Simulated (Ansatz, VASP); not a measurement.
# Two plane-wave programs on Si2Mo

INCAR

```
SYSTEM = Si2Mo
PREC     = Accurate       ! precision mode
ENCUT    = 520            ! plane-wave cutoff, eV
EDIFF    = 1E-6           ! SCF threshold, eV
ISMEAR   = 0              ! smearing method
SIGMA    = 0.15           ! smearing width, eV
LREAL    = .FALSE.        ! projectors in reciprocal space
LASPH    = .TRUE.         ! aspherical terms in the spheres
NELM     = 100            ! most SCF steps
ALGO     = Fast           ! electronic algorithm
ISIF     = 2              ! what is computed and relaxed
LWAVE    = .FALSE.        ! write WAVECAR
LCHARG   = .TRUE.         ! write CHGCAR
GGA      = PS             ! functional
LELF     = .TRUE.         ! ELF
LVHAR    = .TRUE.       
NBANDS   = 56             ! bands
```

KPOINTS

```
regular mesh
0
G
  15 15 3
  0 0 0
```

Contents of POSCAR:

```
Si2Mo
1.0
   -3.1900701689      0.0000000000      0.0000000000
    0.0000000000     -3.1900701689      0.0000000000
   -0.7975175422      0.7975175422     15.6427680287
Si Mo
8 4
Direct
   -0.0106324581      0.0106324581      0.0425298324
    0.3018675419      0.6981324581      0.7925298324
   -0.1356324581      0.1356324581      0.5425298324
    0.4268675419      0.5731324581      0.2925298324
   -0.0518675419      0.0518675419      0.2074701676
    0.2606324581      0.7393675419      0.9574701676
   -0.1768675419      0.1768675419      0.7074701676
    0.3856324581      0.6143675419      0.4574701676
    0.3437500000      0.6562500000      0.6250000000
    0.9062500000      1.0937500000      0.3750000000
    0.4687500000      0.5312500000      0.1250000000
    0.7812500000      1.2187500000      0.8750000000
```

Input for Ansatz:

```yaml
crystal:
  lattice:
    - [-3.1900701689, 0.0, 0.0]
    - [0.0, -3.1900701689, 0.0]
    - [-0.7975175422, 0.7975175422, 15.6427680287]
  atoms:
    - { symbol: Si, position: [-0.0106324581, 0.0106324581, 0.0425298324] }
    - { symbol: Si, position: [0.3018675419, 0.6981324581, 0.7925298324] }
    - { symbol: Si, position: [-0.1356324581, 0.1356324581, 0.5425298324] }
    - { symbol: Si, position: [0.4268675419, 0.5731324581, 0.2925298324] }
    - { symbol: Si, position: [-0.0518675419, 0.0518675419, 0.2074701676] }
    - { symbol: Si, position: [0.2606324581, 0.7393675419, 0.9574701676] }
    - { symbol: Si, position: [-0.1768675419, 0.1768675419, 0.7074701676] }
    - { symbol: Si, position: [0.3856324581, 0.6143675419, 0.4574701676] }
    - { symbol: Mo, position: [0.34375, 0.65625, 0.625] }
    - { symbol: Mo, position: [0.90625, 1.09375, 0.375] }
    - { symbol: Mo, position: [0.46875, 0.53125, 0.125] }
    - { symbol: Mo, position: [0.78125, 1.21875, 0.875] }
basis:
  ecutwfc: 420
kpoints:
  mp_grid: { grid: [15, 15, 3] }
hamiltonian:
  xc: pbesol
scf:
  occupations: { method: gaussian, width: 0.15 }
output:
  forces: true
  stress: true
  eigenvalues: true
```

Alike in both runs: task single point; functional PBEsol; k mesh 15 × 15 × 3; occupations gaussian, width 0.15 eV; no spin polarisation.

```csv
,VASP,Ansatz
version,VASP 6.6.1,Ansatz 0.2.0
potentials or method,"VASP PAW PBE potentials, release 64 (Si, Mo_sv), cutoff 520 eV","scalar-relativistic, plane waves, PAW"
valence electrons in the cell,88,88
```

Ansatz gave:

| Quantity | Value |
| --- | --- |
| gap on the k mesh at the Fermi level (eV) | none |
| pressure (GPa) | 9.9 |
| traceless stress, the component that is largest in VASP (GPa) | 10.52 |
| rms of the force components (eV/Å) | 4.251 |

Problem. Which values does VASP return?

Solution. gap on the k mesh at the Fermi level (eV): none; pressure (GPa): 10.3; traceless stress, the component that is largest in VASP (GPa): 10.47; rms of the force components (eV/Å): 4.231.

VASP's potentials were made for PBE, not for PBEsol. Atom by atom the forces differ by 0.020 eV/Å (rms over components). A gap of «none» marks a metal or a gap that the smearing closes. With one functional, cell and mesh, what is left measures potentials, basis and numerics.
